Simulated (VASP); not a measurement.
# AlNi (P4/mmm) in VASP: notebook

Runs on AlNi. Level: PBEsol. Tasks: single point.

Program: VASP 6.6.1. These are calculated values, not measurements. Logs are shortened: lines on timing, memory, paths and dates and some standing lists are left out, and cuts for length are marked.

**1. The cell of the first run**

Symmetry: P4/mmm, No. 123, tetragonal system. The conventional cell has a = 2.766 Å, b = 2.766 Å, c = 2.881 Å, α = 90.00°, β = 90.00°, γ = 90.00°. Al (site symmetry 4/mmm) has 8 Ni at 2.43 Å and 6 Al at 2.77 to 2.88 Å within 3.2 Å. Ni (site symmetry 4/mmm) has 8 Al at 2.43 Å and 6 Ni at 2.77 to 2.88 Å within 3.2 Å.

**2. Single point, PBEsol (strain -0.040 along x and y, +0.000 along z)**

The input, INCAR:

```
SYSTEM = AlNi
PREC = Accurate
ENCUT = 520
EDIFF = 1E-6
ISMEAR = 0
SIGMA = 0.15
LREAL = .False.
LASPH = .True.
NELM = 100
ALGO = Normal
ISIF = 2
LWAVE = .False.
LCHARG = .False.
GGA = PS
NBANDS = 14
```

The input, KPOINTS:

```
regular mesh
0
Gamma
  16 16 16
  0 0 0
```

The input, POSCAR:

```
AlNi
1.0
    2.7657600000      0.0000000000      0.0000000000
    0.0000000000      2.7657600000      0.0000000000
    0.0000000000      0.0000000000      2.8810000000
Al Ni
1 1
Direct
    0.0000000000      0.0000000000      0.0000000000
    0.5000000000      0.5000000000      0.5000000000
```

Potentials or basis: VASP PAW PBE potentials, release 64 (Al, Ni).

Command:

```
$ cat potpaw_PBE.64/Al/POTCAR potpaw_PBE.64/Ni/POTCAR > POTCAR
$ mpirun -np 1 vasp_std > vasp.out
```

OUTCAR:

```text
SYSTEM = AlNi
   PREC = Accurate
   ENCUT = 520
   EDIFF = 1E-6
   ISMEAR = 0
   LREAL = .False.
   LASPH = .True.
   NELM = 100
   ISIF = 2
   GGA = PS

 ion  position               nearest neighbor table
   1  0.000  0.000  0.000-   2 2.43   2 2.43   2 2.43   2 2.43   2 2.43   2 2.43   2 2.43   2 2.43

   2  0.500  0.500  0.500-   1 2.43   1 2.43   1 2.43   1 2.43   1 2.43   1 2.43   1 2.43   1 2.43

  LATTYP: Found a simple tetragonal cell.
 ALAT       =     2.7657600000
 C/A-ratio  =     1.0416666667

  Lattice vectors:

 A1 = (   2.7657600000,   0.0000000000,   0.0000000000)
 A2 = (   0.0000000000,   2.7657600000,   0.0000000000)
 A3 = (   0.0000000000,   0.0000000000,   2.8810000000)

Analysis of symmetry for initial positions (statically):
=====================================================================
 Subroutine PRICEL returns:
 Original cell was already a primitive cell.

 Routine SETGRP: Setting up the symmetry group for a
 simple tetragonal supercell.

 Subroutine GETGRP returns: Found 16 space group operations
 (whereof 16 operations were pure point group operations)
 out of a pool of 16 trial point group operations.

The static configuration has the point symmetry D_4h.

Analysis of symmetry for dynamics (positions and initial velocities):
=====================================================================
 Subroutine PRICEL returns:
 Original cell was already a primitive cell.

 Routine SETGRP: Setting up the symmetry group for a
 simple tetragonal supercell.

 Subroutine GETGRP returns: Found 16 space group operations
 (whereof 16 operations were pure point group operations)
 out of a pool of 16 trial point group operations.

The dynamic configuration has the point symmetry D_4h.

 Subroutine INISYM returns: Found 16 space group operations
 (whereof 16 operations are pure point group operations),
 and found     1 'primitive' translations

----------------------------------------------------------------------------------------

                                     Primitive cell

  volume of cell :      22.0380

  direct lattice vectors                    reciprocal lattice vectors
     2.765760000  0.000000000  0.000000000     0.361564272  0.000000000  0.000000000
     0.000000000  2.765760000  0.000000000     0.000000000  0.361564272  0.000000000
     0.000000000  0.000000000  2.881000000     0.000000000  0.000000000  0.347101701

  length of vectors
     2.765760000  2.765760000  2.881000000     0.361564272  0.361564272  0.347101701

  position of ions in fractional coordinates (direct lattice)
     0.000000000  0.000000000  0.000000000
     0.500000000  0.500000000  0.500000000

[... 85 lines left out ...]
   TEBEG  =    0.0;   TEEND  =   0.0 temperature during run
   PSTRESS=    0.0 pullay stress
   NELECT =      13.0000    total number of electrons
   NUPDOWN=      -1.0000    fix difference up-down
   EMIN   =  10.00;   EMAX   =-10.00  energy-range for DOS
   EFERMI =   0.00;   METHOD = LEGACY
   ISMEAR =     0;   SIGMA  =   0.15  broadening in eV -4-tet -1-fermi 0-gaus
   EFERMI_NEDOS =   21; number of points for ismear=-14 and -15
   IALGO  =     38    algorithm
   IMIX   =      4    mixing-type and parameters
     AMIX     =   0.40;   BMIX     =  1.00
     AMIX_MAG =   1.60;   BMIX_MAG =  1.00
  volume/ion in A,a.u.               =      11.02        74.36
  Fermi-wavevector in a.u.,A,eV,Ry     =   1.372983  2.594562 25.648107  1.885083
  Thomas-Fermi vector in A             =   2.498541
   LORBIT       =      0    0 simple, 1 ext, 2 COOP (PROOUT), +10 PAW based schemes
   GGA     = PS    functional components
   LHFCALC =     F    Hartree Fock is set to
   AEXX    =    0.0000 exact exchange contribution
   IVDW    =     0    specifies the selected vdW correction
   LEPSILON=     F    determine dielectric tensor
   LRPA    =     F    only Hartree local field effects (RPA)
 non-spin polarized calculation
 Gauss-broadening in eV      SIGMA  =   0.15
  energy-cutoff  :      520.00
  volume of cell :       22.04
 maximum number of plane-waves:       615
 NGX is ok and might be reduce to    24
   NGX = 11   NGY = 11   NGZ = 11

 number of electron      13.0000003 magnetization

 Free energy of the ion-electron system (eV)
  ---------------------------------------------------
  ext. energy  EPLUGINS =         0.00000000
  ---------------------------------------------------
  free energy    TOTEN  =       -11.53136718 eV

  energy without entropy =      -11.52230656  energy(sigma->0) =      -11.52683687

 E-fermi :  11.0092     XC(G=0): -12.5685

 val. band max:       11.0011370592   @ k =   0.3750   0.1250   0.1875
 cond. band min:      11.0134905815   @ k =   0.3750   0.1875   0.1250
 fundamental gap:      0.0123535223
 Fermi energy:        11.0092088298

 k-point     1 :       0.0000    0.0000    0.0000
  band No.  band energies     occupation
      1      -0.7304      2.00000
      2       7.3341      2.00000
      3       7.3817      2.00000
      4       9.2567      2.00000
      5       9.2567      2.00000
      6       9.3823      2.00000
      7      15.8626      0.00000
      8      17.3915      0.00000
      9      17.3915      0.00000
     10      19.1932      0.00000
     11      19.5928      0.00000
     12      26.3315      0.00000
     13      32.5807      0.00000
     14      32.5807      0.00000
[... 377 lines left out ...]
      1       4.1144      2.00000
      2       4.1192      2.00000
      3       8.0050      2.00000
      4       8.3709      2.00000
      5       8.5271      2.00000
      6       9.2369      2.00000
      7      10.4240      2.00000
      8      18.4911      0.00000
      9      19.7135      0.00000
     10      21.0305      0.00000
     11      22.1970      0.00000
     12      22.8552      0.00000
     13      26.4541      0.00000
     14      28.4275      0.00000

 [... further k-points ...]
[... 5 lines left out ...]
  --------------------------------------------------------------------------------------
  -------------------------------------------------------------------------------------
  Total        1.8989197      1.8989197      1.3932092      0.0000000     -0.0000000      0.0000000
  in kB      138.0527088    138.0527088    101.2872287      0.0000000     -0.0000000      0.0000000
  external PRESSURE =     125.7975488 kB  Pullay stress =       0.0000000 kB

 VOLUME and BASIS-vectors are now :
 -----------------------------------------------------------------------------
  energy-cutoff  :      520.00
  volume of cell :       22.04
      direct lattice vectors                 reciprocal lattice vectors
     2.765760000  0.000000000  0.000000000     0.361564272  0.000000000  0.000000000
     0.000000000  2.765760000  0.000000000     0.000000000  0.361564272  0.000000000
     0.000000000  0.000000000  2.881000000     0.000000000  0.000000000  0.347101701

 POSITION                                       TOTAL-FORCE (eV/Angst)
 -----------------------------------------------------------------------------------
      0.00000      0.00000      0.00000         0.000000      0.000000      0.000000
      1.38288      1.38288      1.44050         0.000000      0.000000      0.000000
 -----------------------------------------------------------------------------------
    total drift:                                0.000000      0.000000     -0.000000

  FREE ENERGIE OF THE ION-ELECTRON SYSTEM (eV)
  ---------------------------------------------------
  free  energy   TOTEN  =       -11.5313671788 eV

  energy  without entropy=      -11.5223065620  energy(sigma->0) =      -11.52683687
```

Run time: 70 s. Hardware: 1 thread of AMD EPYC 9R45 (Zen 5), shared host; peak memory 0.21 GiB.

What came out:

- Free energy: -11.5314 eV
- Pressure: 12.6 GPa

Stress tensor (GPa, compression positive):
```
13.81  0.00  0.00
 0.00 13.81  0.00
 0.00  0.00 10.13
```

Levels at points of the mesh, in eV from the Fermi level:
```
           k point  band 5  band 6  band 7  band 8  band 9  band 10
(0.00, 0.00, 0.00)   -1.75   -1.63    4.85    6.38    6.38     8.18
(0.50, 0.00, 0.00)   -2.41   -1.64   -0.58    8.34    9.52    10.94
(0.50, 0.50, 0.00)   -2.45   -2.45   -1.05    1.88    3.18    12.54
(0.00, 0.00, 0.50)   -2.42   -1.55   -0.91    8.40   10.79    10.79
(0.50, 0.00, 0.50)   -2.28   -2.24   -1.17    1.51    2.77    13.60
(0.50, 0.50, 0.50)   -1.02    1.85    1.96    1.96    4.49     4.69
```

Caveat: the cell differs from its parent crystal (strain -0.040 along x and y, +0.000 along z); the PAW data sets were made with another functional, which shifts forces and pressure a little.

**3. Single point, PBEsol (strain +0.000 along x and y, -0.040 along z)**

The input, INCAR:

```
ALGO = Normal
EDIFF = 1E-7
ENCUT = 520
GGA = PS
ISIF = 2
ISMEAR = 0
LASPH = True
LCHARG = True
LELF = True
LREAL = False
LVHAR = True
LWAVE = False
NBANDS = 14
NELM = 100
PREC = Accurate
SIGMA = 0.15
```

The input, KPOINTS:

```
k-points
0
Gamma
  16 16 16
```

The input, POSCAR:

```
AlNi
1.0
    2.8810000000      0.0000000000      0.0000000000
    0.0000000000      2.8810000000      0.0000000000
    0.0000000000      0.0000000000      2.7657600000
Al Ni
1 1
Direct
    0.0000000000      0.0000000000      0.0000000000
    0.5000000000      0.5000000000      0.5000000000
```

Potentials or basis: VASP PAW PBE potentials, release 64 (Al, Ni).

Command:

```
$ cat potpaw_PBE.64/Al/POTCAR potpaw_PBE.64/Ni/POTCAR > POTCAR
$ mpirun -np 1 vasp_std > vasp.out
```

Run time: 77 s. Hardware: 1 thread of AMD EPYC 9R45 (Zen 5), shared host; peak memory 0.22 GiB.

It converged, with:

```
Free energy : -11.5767 eV
Pressure    : 4.1 GPa
```

Stress tensor (GPa, compression positive):
```
2.69 0.00 0.00
0.00 2.69 0.00
0.00 0.00 6.94
```

Levels at points of the mesh, in eV from the Fermi level:
| k point | band 4 | band 5 | band 6 | band 7 | band 8 | band 9 | band 10 | band 11 |
| --- | --- | --- | --- | --- | --- | --- | --- | --- |
| (0.00, 0.00, 0.00) | -1.71 | -1.59 | -1.59 | 5.17 | 5.17 | 6.70 | 8.10 | 8.37 |
| (0.50, 0.00, 0.00) | -2.46 | -2.21 | -1.50 | -0.78 | 8.29 | 9.67 | 10.75 | 11.10 |
| (0.50, 0.50, 0.00) | -3.18 | -2.08 | -2.08 | -1.14 | 1.27 | 2.44 | 13.47 | 16.07 |
| (0.00, 0.00, 0.50) | -2.45 | -2.45 | -1.59 | -0.46 | 8.35 | 9.84 | 9.84 | 11.19 |
| (0.50, 0.00, 0.50) | -2.79 | -2.29 | -2.24 | -1.05 | 1.68 | 2.82 | 12.42 | 14.94 |
| (0.50, 0.50, 0.50) | -1.09 | -0.99 | 1.92 | 1.92 | 2.01 | 4.10 | 4.35 | 4.80 |

Caveat: the cell differs from its parent crystal (strain +0.000 along x and y, -0.040 along z); the PAW data sets were made with another functional, which shifts forces and pressure a little. Spin polarisation is off, so any magnetic state and its effect on volume and gap are missing.

(Continued in part 2 of 2.)
